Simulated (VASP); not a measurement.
# LaAl3N2: single point with PBE

LaAl3N2:

```
La Al N
1.0
     3.14473    0.00000    0.00000
     0.00000    5.44684    0.00000
     0.00000    0.00000   10.56984
La Al N
2 6 4
Direct
  0.00000 0.00000 0.97726
  0.50000 0.50000 0.97726
  0.50000 0.16667 0.23829
  0.00000 0.66667 0.23829
  0.50000 0.50000 0.48127
  0.00000 0.00000 0.48127
  0.00000 0.33333 0.71241
  0.50000 0.83333 0.71241
  0.50000 0.16667 0.41727
  0.00000 0.66667 0.41727
  0.00000 0.33333 0.17350
  0.50000 0.83333 0.17350
```

```yaml
Program: VASP 6.6.1
Task: single point
Functional: PBE
Potentials_or_basis: VASP PAW PBE potentials, release 64 (La, Al, N)
Cutoff: 520 eV
k_mesh: 8 × 4 × 2
Occupations: gaussian, width 0.2 eV
Spin: no spin polarisation
Dipole_correction: no
Further_INCAR_settings: ALGO = Normal; EDIFF = 1e-07; NBANDS = 42
```

* Pressure: -0.1 GPa
* Largest force: 0.037 eV/Å
* Band gap on the k mesh: zero (band 30 reaches 8.59 eV, above the bottom of band 31 at 8.30 eV)

Forces in eV/Å, atoms in the order of the input:
```
La   0.000 -0.001  0.018
La   0.000 -0.001  0.018
Al   0.000  0.002  0.036
Al   0.000  0.002  0.036
Al   0.000 -0.008  0.017
Al   0.000 -0.008  0.017
Al   0.000  0.009 -0.015
Al   0.000  0.009 -0.015
N    0.000  0.007 -0.033
N    0.000  0.007 -0.033
N    0.000 -0.009 -0.024
N    0.000 -0.009 -0.024
```

Stress tensor (GPa, compression positive):
```
 0.17  0.00  0.00
 0.00 -0.29 -0.08
 0.00 -0.08 -0.11
```

Levels at points of the mesh, in eV from the Fermi level:
```csv
k point,band 28,band 29,band 30,band 31,band 32,band 33
"(0.00, 0.00, 0.00)",-1.63,-1.34,-0.63,0.19,0.74,1.23
"(0.50, 0.00, 0.00)",-0.63,-0.07,-0.07,0.51,0.51,0.97
"(0.00, 0.50, 0.00)",-1.30,-0.78,-0.78,1.51,1.51,1.97
"(0.50, 0.50, 0.00)",-2.41,-1.64,-1.64,0.19,0.19,0.74
"(0.00, 0.00, 0.50)",-2.06,-1.80,-0.56,-0.22,1.16,1.24
"(0.50, 0.00, 0.50)",-0.83,-0.09,-0.09,0.58,0.58,1.05
"(0.00, 0.50, 0.50)",-1.34,-0.62,-0.62,1.47,1.47,1.97
"(0.50, 0.50, 0.50)",-2.62,-1.81,-1.81,-0.22,-0.22,1.16
```

It took 2.7 min on 1 thread of Intel(R) Xeon(R) 6975P-C (Granite Rapids) (shared host), peak memory 0.39 GiB.

Caveat: spin-orbit coupling is left out, which moves the levels of the heavy elements.
